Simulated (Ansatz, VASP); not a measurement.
# Two plane-wave programs on PC4

```
P C
1.0
     1.35143    0.78025    5.62427
    -1.35143    0.78025    5.62427
     0.00000   -1.56049    5.62427
P C
1 4
Direct
  0.00000 0.00000 0.00000
  0.27105 0.27105 0.27105
  0.81667 0.81667 0.81667
  0.18333 0.18333 0.18333
  0.72895 0.72895 0.72895
```

Change from the starting cell: species swapped into the AlAu4 type (C2/m, No. 12).

Alike in both runs: functional PBE; k mesh 6 × 6 × 6; occupations gaussian, width 0.1 eV; no spin polarisation.

Ansatz relaxed the structure, and its values are those at the end. VASP's run is a single point on that final structure, the one shown.

```csv
,VASP,Ansatz
version,VASP 6.6.1,Ansatz 0.2.0
potentials or method,"VASP PAW PBE potentials, release 64 (P, C), cutoff 520 eV","scalar-relativistic, plane waves, PAW"
valence electrons in the cell,21,21
```

Ansatz gave:

- gap on the k mesh at the Fermi level (eV): none
- pressure (GPa): -0.1
- rms of the force components (eV/Å): 0.011

Task: What did VASP give for the same quantities?

Result: gap on the k mesh at the Fermi level (eV): none; pressure (GPa): -0.4; rms of the force components (eV/Å): 0.039.

A gap of «none» marks a metal or a gap that the smearing closes. With one functional, cell and mesh, what is left measures potentials, basis and numerics.

The k mesh is coarse, so the values compare programs but aren't converged.
